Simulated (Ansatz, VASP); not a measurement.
# Two plane-wave programs on Zn2Si3N3

```
Zn Si N
1.0
     6.50307    0.00000    0.00000
    -3.25153    5.63182    0.00000
     0.00000    0.00000    2.89435
Zn Si N
2 3 3
Cartesian
  0.0000 3.7545 0.0000
  3.2515 1.8773 0.0000
  -2.5754 4.4608 1.4472
  5.1508 0.0000 1.4472
  0.6761 1.1711 1.4472
  -2.0404 3.5341 0.0000
  4.0809 0.0000 0.0000
  1.2111 2.0977 0.0000
```

Change from the starting cell: built by hand: ZrNiAl-derived, vacant 1b site (P-62m, No. 189).

Alike in both runs: functional PBE; k mesh 6 × 6 × 10; occupations gaussian, width 0.1 eV; no spin polarisation.

Ansatz relaxed the structure, and its values are those at the end. VASP's run is a single point on that final structure, the one shown.

|  | VASP | Ansatz |
| --- | --- | --- |
| version | VASP 6.6.1 | Ansatz 0.2.0 |
| potentials or method | VASP PAW PBE potentials, release 64 (Zn, Si, N), cutoff 520 eV | scalar-relativistic, plane waves, PAW |
| valence electrons in the cell | 51 | 51 |

```tsv
	VASP	Ansatz	Ansatz less VASP
gap on the k mesh at the Fermi level (eV)	none	none	-
pressure (GPa)	0.1	0.0	-0.12
rms of the force components (eV/Å)	0.012	0.003	-0.0091
```

A gap of «none» marks a metal or a gap that the smearing closes. The functional is the same, so the differences come from potentials, cutoffs and numerics.
